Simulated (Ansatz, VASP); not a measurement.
ZrB: VASP beside Ansatz

```
Zr B
1.0
     0.01744    2.32500    2.32500
     2.34244    0.00000    2.34244
     2.32500    2.32500    0.01744
Zr B
1 1
Direct
  0.00000 0.00000 0.00000
  0.50000 0.50000 0.50000
```

Change from the starting cell: strain +0.0150 x Voigt [0, 0, 0, 0, 1, 0], atoms carried along.

Alike in both runs: task single point; functional PBE; k mesh 18 × 18 × 18; occupations gaussian, width 0.15 eV; no spin polarisation.

|  | VASP | Ansatz |
| --- | --- | --- |
| version | VASP 6.6.1 | Ansatz 0.2.0 |
| potentials or method | VASP PAW PBE potentials, release 64 (Zr_sv, B), cutoff 520 eV | scalar-relativistic, plane waves, PAW |
| valence electrons in the cell | 15 | 15 |

```tsv
	VASP	Ansatz	Ansatz less VASP
gap on the k mesh at the Fermi level (eV)	none	none	-
pressure (GPa)	35.0	34.8	-0.17
traceless stress, the component that is largest in VASP (GPa)	-0.87	-0.88	-0.002
```

A gap of «none» marks a metal or a gap that the smearing closes. Both programs put the cell under a high pressure, so it lies far from rest at this level.
